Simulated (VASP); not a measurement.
SrMg3O4:

```
CELL_PARAMETERS angstrom
-2.14556 2.14556 4.29113
2.14556 -2.14556 4.29113
2.14556 2.14556 -4.29113
ATOMIC_POSITIONS crystal
Mg 0.75000 0.25000 0.50000
Mg 0.00000 0.00000 0.00000
Mg 0.25000 0.75000 0.50000
O 0.50000 0.00000 0.50000
O 0.75000 0.75000 0.00000
O 0.00000 0.50000 0.50000
O 0.25000 0.25000 0.00000
Sr 0.50000 0.50000 0.00000
```

```yaml
Program: VASP 6.6.1
Task: relaxation of cell and atoms
Functional: PBE
Potentials_or_basis: VASP PAW PBE potentials, release 64 (Mg, O, Sr_sv)
Cutoff: 600 eV
k_mesh: 8 × 8 × 8
Occupations: fermi-dirac, width 0.02 eV
Spin: no spin polarisation
```

At the start: pressure 40.0 GPa; volume 9.88 Å³/atom.

Question: How do energy, volume and symmetry change on relaxing?

Answer: Over 11 steps the energy falls by 317.5 meV/atom and the volume is 12.05 Å³/atom (+22.0 %); space group I4/mmm (No. 139, to 0.1 Å) before and after.

The path:
| step | energy change (eV) | largest force (eV/Å) | pressure (GPa) | volume (Å³) |
| --- | --- | --- | --- | --- |
| 1 | 0.0000 | 4.1995 | 40.00 | 79.02 |
| 2 | -1.7977 | 0.0196 | -12.99 | 110.70 |
| 3 | -2.3915 | 0.7569 | -1.71 | 97.69 |
| 4 | -2.3910 | 0.7925 | -1.22 | 97.29 |
| 5 | -2.4949 | 0.4687 | -0.17 | 96.30 |
| 6 | -2.5339 | 0.0134 | 1.42 | 95.26 |
| 7 | -2.5340 | 0.0120 | 1.33 | 95.30 |
| 8 | -2.5392 | 0.0521 | -0.35 | 96.69 |
| 9 | -2.5395 | 0.0400 | -0.04 | 96.43 |
| 10 | -2.5397 | 0.0076 | -0.01 | 96.42 |
| 11 | -2.5397 | 0.0007 | 0.00 | 96.42 |

Final structure:
```
Mg O Sr
1.0
    -2.33704    2.33704    4.41330
     2.33704   -2.33704    4.41330
     2.33704    2.33704   -4.41330
Mg O Sr
3 4 1
Direct
  0.75000 0.25000 0.50000
  0.00000 0.00000 0.00000
  0.25000 0.75000 0.50000
  0.50000 0.00000 0.50000
  0.77328 0.77328 0.00000
  0.00000 0.50000 0.50000
  0.22672 0.22672 0.00000
  0.50000 0.50000 0.00000
```

Caveat: the volume moved by over 15 % at a fixed basis, so the end points are rough.
